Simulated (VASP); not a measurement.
# LiSe6 (Pm-3m) in VASP: a series of runs

The runs below take LiSe6 through relaxation of cell and atoms, single point, with PBE.

Everything below comes from runs of VASP 6.6.1. Logs are shortened: lines on timing, memory, paths and dates and some standing lists are left out, and cuts for length are marked.

**1. The cell of the first run**

It takes space group Pm-3m (No. 221, cubic). Conventional cell: a = 6.738 Å, b = 6.738 Å, c = 6.738 Å, α = 90.00°, β = 90.00°, γ = 90.00°. Within 3.1 Å of Se (site symmetry 4mm) lie 1 Se at 2.31 Å.

**2. Relaxation of cell and atoms, PBE**

INCAR

```
ALGO = Normal ; EDIFF = 1E-6
EDIFFG = -0.01 ; ENCUT = 600
GGA = PE ; IBRION = 2
ISIF = 3 ; ISMEAR = 0
LASPH = T ; LCHARG = F
LREAL = F ; LWAVE = F
NELM = 100 ; NSW = 100
PREC = Accurate ; SIGMA = 0.1
```

KPOINTS

```
k-points
0
Gamma
  6 6 6
```

POSCAR

```
LiSe6
1.0
    6.7378782996      0.0000000000      0.0000000000
    0.0000000000      6.7378782996      0.0000000000
    0.0000000000      0.0000000000      6.7378782996
Li Se
1 6
Direct
    0.0000000000      0.0000000000      0.0000000000
    0.8287217649      0.5000000000      0.5000000000
    0.1712782351      0.5000000000      0.5000000000
    0.5000000000      0.5000000000      0.8287217649
    0.5000000000      0.5000000000      0.1712782351
    0.5000000000      0.1712782351      0.5000000000
    0.5000000000      0.8287217649      0.5000000000
```

Potentials or basis: VASP PAW PBE potentials, release 64 (Li_sv, Se).

Command:

```sh
$ cat potpaw_PBE.64/Li_sv/POTCAR potpaw_PBE.64/Se/POTCAR > POTCAR
$ mpirun -np 1 vasp_std > vasp.out
```

OUTCAR:

```text
EDIFF = 1E-6
   EDIFFG = -0.01
   ENCUT = 600
   GGA = PE
   IBRION = 2
   ISIF = 3
   ISMEAR = 0
   LASPH = T
   LREAL = F
   NELM = 100
   NSW = 100
   PREC = Accurate

 ion  position               nearest neighbor table
   1  0.000  0.000  0.000-
   2  0.829  0.500  0.500-   3 2.31
   3  0.171  0.500  0.500-   2 2.31
   4  0.500  0.500  0.829-   5 2.31
   5  0.500  0.500  0.171-   4 2.31
   6  0.500  0.171  0.500-   7 2.31
   7  0.500  0.829  0.500-   6 2.31

  LATTYP: Found a simple cubic cell.
 ALAT       =     6.7378782996

  Lattice vectors:

 A1 = (   6.7378782996,   0.0000000000,   0.0000000000)
 A2 = (   0.0000000000,   6.7378782996,   0.0000000000)
 A3 = (   0.0000000000,   0.0000000000,   6.7378782996)

Analysis of symmetry for initial positions (statically):
=====================================================================
 Subroutine PRICEL returns:
 Original cell was already a primitive cell.

 Routine SETGRP: Setting up the symmetry group for a
 simple cubic supercell.

 Subroutine GETGRP returns: Found 48 space group operations
 (whereof 48 operations were pure point group operations)
 out of a pool of 48 trial point group operations.

The static configuration has the point symmetry O_h .

Analysis of symmetry for dynamics (positions and initial velocities):
=====================================================================
 Subroutine PRICEL returns:
 Original cell was already a primitive cell.

 Routine SETGRP: Setting up the symmetry group for a
 simple cubic supercell.

 Subroutine GETGRP returns: Found 48 space group operations
 (whereof 48 operations were pure point group operations)
 out of a pool of 48 trial point group operations.

The dynamic configuration has the point symmetry O_h .

 Subroutine INISYM returns: Found 48 space group operations
 (whereof 48 operations are pure point group operations),
 and found     1 'primitive' translations

----------------------------------------------------------------------------------------

                                     Primitive cell

  volume of cell :     305.8930

  direct lattice vectors                    reciprocal lattice vectors
     6.737878300  0.000000000  0.000000000     0.148414672  0.000000000  0.000000000
     0.000000000  6.737878300  0.000000000     0.000000000  0.148414672  0.000000000
     0.000000000  0.000000000  6.737878300     0.000000000  0.000000000  0.148414672

  length of vectors
[... 77 lines left out ...]
 SYSTEM =  unknown system
   PREC   = accura    normal or accurate (medium, high low for compatibility)
   ISTART =      0    job   : 0-new  1-cont  2-samecut
   ICHARG =      2    charge: 1-file 2-atom 10-const
   ISPIN  =      1    spin polarized calculation?
   LNONCOLLINEAR =      F non collinear calculations
   LSORBIT =      F    spin-orbit coupling
   LASPH  =      T    aspherical Exc in radial PAW
   ENCUT  =  600.0 eV  44.10 Ry    6.64 a.u.  13.46 13.46 13.46*2*pi/ulx,y,z
   NELM   =    100;   NELMIN=  2; NELMDL= -5     # of ELM steps
   EDIFF  = 0.1E-05   stopping-criterion for ELM
   LREAL  =      F    real-space projection
   EDIFFG = -.1E-01   stopping-criterion for IOM
   NSW    =    100    number of steps for IOM
   IBRION =      2    ionic relax: 0-MD 1-quasi-New 2-CG
   NFREE  =      1    steps in history (QN), initial steepest desc. (CG)
   ISIF   =      3    stress and relaxation
   ISYM   =      2    0-nonsym 1-usesym 2-fastsym
   POTIM  = 0.5000    time-step for ionic-motion
   TEBEG  =    0.0;   TEEND  =   0.0 temperature during run
   PSTRESS=    0.0 pullay stress
   NELECT =      39.0000    total number of electrons
   NUPDOWN=      -1.0000    fix difference up-down
   EMIN   =  10.00;   EMAX   =-10.00  energy-range for DOS
   EFERMI =   0.00;   METHOD = LEGACY
   ISMEAR =     0;   SIGMA  =   0.10  broadening in eV -4-tet -1-fermi 0-gaus
   EFERMI_NEDOS =   21; number of points for ismear=-14 and -15
   IALGO  =     38    algorithm
   IMIX   =      4    mixing-type and parameters
     AMIX     =   0.40;   BMIX     =  1.00
     AMIX_MAG =   1.60;   BMIX_MAG =  1.00
  volume/ion in A,a.u.               =      43.70       294.90
  Fermi-wavevector in a.u.,A,eV,Ry     =   0.823961  1.557060  9.237150  0.678911
  Thomas-Fermi vector in A             =   1.935562
   LORBIT       =      0    0 simple, 1 ext, 2 COOP (PROOUT), +10 PAW based schemes
   GGA     = PE    functional components
   LHFCALC =     F    Hartree Fock is set to
   AEXX    =    0.0000 exact exchange contribution
   IVDW    =     0    specifies the selected vdW correction
   LEPSILON=     F    determine dielectric tensor
   LRPA    =     F    only Hartree local field effects (RPA)
 conjugate gradient relaxation of ions
 non-spin polarized calculation
 Gauss-broadening in eV      SIGMA  =   0.10
  energy-cutoff  :      600.00
  volume of cell :      305.89
 maximum number of plane-waves:     10251
 NGX is ok and might be reduce to    54
   NGX = 27   NGY = 27   NGZ = 27

--------------------------------------- Ionic step        1  -------------------------------------------

 number of electron      39.0000008 magnetization

 Free energy of the ion-electron system (eV)
  ---------------------------------------------------
  ext. energy  EPLUGINS =         0.00000000
  ---------------------------------------------------
  free energy    TOTEN  =       -20.78679479 eV

  energy without entropy =      -20.76037197  energy(sigma->0) =      -20.77358338

------------------------ aborting loop because EDIFF is reached ----------------------------------------

  FORCE on cell =-STRESS in cart. coord.  units (eV):
  Direction    XX          YY          ZZ          XY          YZ          ZX
  --------------------------------------------------------------------------------------
  -------------------------------------------------------------------------------------
  Total       -0.2247131     -0.2247131     -0.2247131     -0.0000000      0.0000000     -0.0000000
  in kB       -1.1769808     -1.1769808     -1.1769808     -0.0000000      0.0000000     -0.0000000
  external PRESSURE =      -1.1769808 kB  Pullay stress =       0.0000000 kB
[... 69 lines left out ...]
--------------------------------------- Ionic step        3  -------------------------------------------

 number of electron      39.0000008 magnetization

 Free energy of the ion-electron system (eV)
  ---------------------------------------------------
  ext. energy  EPLUGINS =         0.00000000
  ---------------------------------------------------
  free energy    TOTEN  =       -20.78740324 eV

  energy without entropy =      -20.76048370  energy(sigma->0) =      -20.77394347

 E-fermi :   0.5158     XC(G=0):  -6.1716

 val. band max:        0.4373603749   @ k =   0.5000   0.3333   0.3333
 cond. band min:       0.5368590858   @ k =   0.5000   0.1667   0.1667
 fundamental gap:      0.0994987109
 Fermi energy:         0.5158224516

 k-point     1 :       0.0000    0.0000    0.0000
  band No.  band energies     occupation
      1     -50.7674      2.00000
      2     -14.5555      2.00000
      3     -13.5831      2.00000
      4     -13.5831      2.00000
      5     -10.9143      2.00000
      6     -10.9143      2.00000
[... 543 lines left out ...]
  FREE ENERGIE OF THE ION-ELECTRON SYSTEM (eV)
  ---------------------------------------------------
  free  energy   TOTEN  =       -20.7874032399 eV

  energy  without entropy=      -20.7604837013  energy(sigma->0) =      -20.77394347

 reached required accuracy - stopping structural energy minimisation
```

OSZICAR:

```text
N       E                     dE             d eps       ncg     rms          rms(c)
DAV:   1     0.271590174959E+03    0.27159E+03   -0.14418E+04   920   0.149E+03
DAV:   2     0.136146611894E+02   -0.25798E+03   -0.25411E+03  1406   0.239E+02
DAV:   3    -0.197450023666E+02   -0.33360E+02   -0.33080E+02  1193   0.891E+01
DAV:   4    -0.214456099067E+02   -0.17006E+01   -0.16830E+01  1423   0.190E+01
[... 20 lines left out ...]
DAV:   1    -0.207876433377E+02   -0.40615E-03   -0.10684E-02   948   0.510E-01    0.100E-01
DAV:   2    -0.207874761517E+02    0.16719E-03   -0.66195E-04  1109   0.132E-01    0.439E-02
DAV:   3    -0.207874053115E+02    0.70840E-04   -0.21054E-04  1074   0.617E-02    0.105E-02
DAV:   4    -0.207874036850E+02    0.16264E-05   -0.74637E-06  1233   0.126E-02    0.646E-03
DAV:   5    -0.207874032399E+02    0.44509E-06   -0.46622E-07   621   0.612E-03
   3 F= -.20787403E+02 E0= -.20773943E+02  d E =-.608454E-03
```

CONTCAR:

```text
LiSe6
   1.00000000000000
     6.7309879210598655    0.0000000000000000   -0.0000000000000000
    -0.0000000000000000    6.7309879210598655    0.0000000000000000
     0.0000000000000000    0.0000000000000000    6.7309879210598655
  Li              Se
     1     6
Direct
     0.0000000000000000    0.0000000000000000    0.0000000000000000
     0.8289670417832865    0.5000000000000000    0.5000000000000000
     0.1710329582167134    0.5000000000000000    0.5000000000000000
     0.5000000000000000    0.5000000000000000    0.8289670417832865
     0.5000000000000000    0.5000000000000000    0.1710329582167134
     0.5000000000000000    0.1710329582167134    0.5000000000000000
     0.5000000000000000    0.8289670417832865    0.5000000000000000

  0.00000000E+00  0.00000000E+00  0.00000000E+00
  0.00000000E+00  0.00000000E+00  0.00000000E+00
  0.00000000E+00  0.00000000E+00  0.00000000E+00
  0.00000000E+00  0.00000000E+00  0.00000000E+00
  0.00000000E+00  0.00000000E+00  0.00000000E+00
  0.00000000E+00  0.00000000E+00  0.00000000E+00
  0.00000000E+00  0.00000000E+00  0.00000000E+00
```

Wall time 5.2 min (1 thread of Intel Xeon Platinum 8259CL at 2.50GHz (Skylake/Cascade Lake), shared host); peak memory 0.5 GiB.

What came out:

- Free energy: -20.7874 eV
- Relaxed volume: 43.57 Å³/atom
- Relaxed cell: a = 6.731 Å, b = 6.731 Å, c = 6.731 Å, α = 90.00°, β = 90.00°, γ = 90.00°
- Space group after relaxing (to 0.05 Å): Pm-3m (No. 221)
- Energy gained by relaxing: 0.1 meV/atom
- Ionic steps: 3
- Pressure after relaxing: 0.0 GPa
- Largest force after relaxing: 0.004 eV/Å

Forces in eV/Å, atoms in the order of the input:
```
Li   0.000  0.000  0.000
Se  -0.004  0.000  0.000
Se   0.004  0.000  0.000
Se   0.000  0.000 -0.004
Se   0.000  0.000  0.004
Se   0.000  0.004  0.000
Se   0.000 -0.004  0.000
```

The path:
```
step  energy change (eV)  largest force (eV/Å)  pressure (GPa)  volume (Å³)
   1              0.0000                0.0519           -0.12       305.89
   2             -0.0004                0.0330            0.05       304.47
   3             -0.0006                0.0037            0.00       304.96
```

Final structure:
```yaml
crystal:
  lattice:
    - [6.73099, 0.00000, 0.00000]
    - [0.00000, 6.73099, 0.00000]
    - [0.00000, 0.00000, 6.73099]
  atoms:
    - { symbol: Li, position: [0.00000, 0.00000, 0.00000] }
    - { symbol: Se, position: [0.82897, 0.50000, 0.50000] }
    - { symbol: Se, position: [0.17103, 0.50000, 0.50000] }
    - { symbol: Se, position: [0.50000, 0.50000, 0.82897] }
    - { symbol: Se, position: [0.50000, 0.50000, 0.17103] }
    - { symbol: Se, position: [0.50000, 0.17103, 0.50000] }
    - { symbol: Se, position: [0.50000, 0.82897, 0.50000] }
```

Levels at points of the mesh, in eV from the Fermi level:
```tsv
k point	band 17	band 18	band 19	band 20	band 21	band 22
(0.00, 0.00, 0.00)	-2.37	-2.37	-2.37	0.56	1.49	1.49
(0.50, 0.00, 0.00)	-2.35	-0.70	-0.70	0.11	0.11	1.26
(0.50, 0.50, 0.00)	-1.30	-0.18	-0.18	-0.12	0.11	0.11
(0.50, 0.50, 0.50)	-0.69	-0.18	-0.18	-0.18	-0.16	-0.16
```

Caveat: the cutoff is under 1.25 times the usual one of these potentials, so pressure, stress and relaxed cells hold a basis-set (Pulay) error; the bands computed are all filled at some k points, so no gap is given.

**3. Single point, PBE**

This run uses another cell than the first one, of 43.57 Å³/atom, 0.997 times its volume.

INCAR

```
  PREC = Accurate
  ENCUT = 520
  EDIFF = 1E-6
  ISMEAR = 0
  SIGMA = 0.1
  LREAL = F
  LASPH = T
  NELM = 100
  ALGO = Normal
  ISIF = 2
  LWAVE = F
  LCHARG = F
  GGA = PE
  NBANDS = 28
```

KPOINTS

```
regular mesh
0
Gamma
  6 6 6
```

POSCAR

```
LiSe6
1.0
    6.7314022961      0.0000000000      0.0000000000
    0.0000000000      6.7314022961      0.0000000000
    0.0000000000      0.0000000000      6.7314022961
Li Se
1 6
Direct
    0.0000000000      0.0000000000      0.0000000000
    0.8292030259      0.5000000000      0.5000000000
    0.1707969741      0.5000000000      0.5000000000
    0.5000000000      0.5000000000      0.8292030259
    0.5000000000      0.5000000000      0.1707969741
    0.5000000000      0.1707969741      0.5000000000
    0.5000000000      0.8292030259      0.5000000000
```

Potentials or basis: VASP PAW PBE potentials, release 64 (Li_sv, Se).

Command:

```sh
$ cat potpaw_PBE.64/Li_sv/POTCAR potpaw_PBE.64/Se/POTCAR > POTCAR
$ mpirun -np 1 vasp_std > vasp.out
```

It took 3.5 min on 1 thread of AMD EPYC 7R43 (Zen 3), shared host; peak memory 0.36 GiB.

Results (log left out):

* Free energy: -20.7874 eV
* Largest force: 0.035 eV/Å

Forces on the atoms (eV/Å):
```
Li   0.000  0.000  0.000
Se  -0.035  0.000  0.000
Se   0.035  0.000  0.000
Se   0.000  0.000 -0.035
Se   0.000  0.000  0.035
Se   0.000  0.035  0.000
Se   0.000 -0.035  0.000
```

Levels at points of the mesh, in eV from the Fermi level:
| k point | band 16 | band 17 | band 18 | band 19 | band 20 | band 21 | band 22 | band 23 |
| --- | --- | --- | --- | --- | --- | --- | --- | --- |
| (0.00, 0.00, 0.00) | -2.61 | -2.36 | -2.36 | -2.36 | 0.56 | 1.49 | 1.49 | 1.49 |
| (0.50, 0.00, 0.00) | -2.36 | -2.35 | -0.69 | -0.69 | 0.10 | 0.10 | 1.26 | 1.49 |
| (0.50, 0.50, 0.00) | -1.71 | -1.29 | -0.18 | -0.18 | -0.12 | 0.11 | 0.11 | 1.31 |
| (0.50, 0.50, 0.50) | -1.71 | -0.67 | -0.18 | -0.18 | -0.18 | -0.15 | -0.15 | -0.15 |

Caveat: the cutoff is under 1.25 times the usual one of these potentials, so pressure, stress and relaxed cells hold a basis-set (Pulay) error.
